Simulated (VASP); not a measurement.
Set up this calculation in VASP 6.6.1, as the native input.

- Task: single point
- Functional: PBEsol
- Dispersion: D3(BJ)
- Potentials or basis: VASP PAW PBE potentials, release 64 (Sn_d, O)
- Cutoff: 520 eV
- k mesh: 6 × 6 × 8
- Occupations: fermi-dirac, width 0.05 eV
- Spin: no spin polarisation
- Dipole correction: no
- Further INCAR settings: ALGO = Normal; EDIFF = 1e-06; NBANDS = 35

The structure of SnO2 lies in POSCAR:

```
SnO2
1.0
    4.7473129340      0.0000000000      0.0000000000
    0.0000000000      4.7473129340      0.0000000000
    0.0000000000      0.0000000000      3.2046992942
Sn O
2 4
Direct
    0.5000000000      0.5000000000      0.5000000000
    0.0000000000      0.0000000000      0.0000000000
    0.8060800405      0.1939199595      0.5000000000
    0.6939199595      0.6939199595      0.0000000000
    0.1939199595      0.8060800405      0.5000000000
    0.3060800405      0.3060800405      0.0000000000
```

One way to write it, as run:

INCAR

```
SYSTEM = SnO2
ALGO = Normal
EDIFF = 1E-6
ENCUT = 520
GGA = PS
ISIF = 2
ISMEAR = -1
IVDW = 12
LASPH = .TRUE.
LCHARG = .FALSE.
LREAL = .FALSE.
LWAVE = .FALSE.
NBANDS = 35
NELM = 80
PREC = Accurate
SIGMA = 0.05
```

KPOINTS

```
k-points
0
G
  6 6 8
  0 0 0
```

Potentials or basis: VASP PAW PBE potentials, release 64 (Sn_d, O).

Command:

```console
$ cat potpaw_PBE.64/Sn_d/POTCAR potpaw_PBE.64/O/POTCAR > POTCAR
$ mpirun -np 1 vasp_std > vasp.out
```

Results of the run:

```yaml
Pressure: 0.3 GPa
Largest_force: 0.015 eV/Å
Band_gap_on_the_k_mesh: 1.03 eV
Dispersion_energy_per_atom: -0.191 eV
```

Caveat: three body term missing; the PAW data sets were made with another functional, which shifts forces and pressure a little; spin-orbit coupling is left out, which moves the levels of the heavy elements.

Wall time 52 s on 1 thread of AMD EPYC 9R45 (Zen 5), on a shared host, peak memory 0.21 GiB.
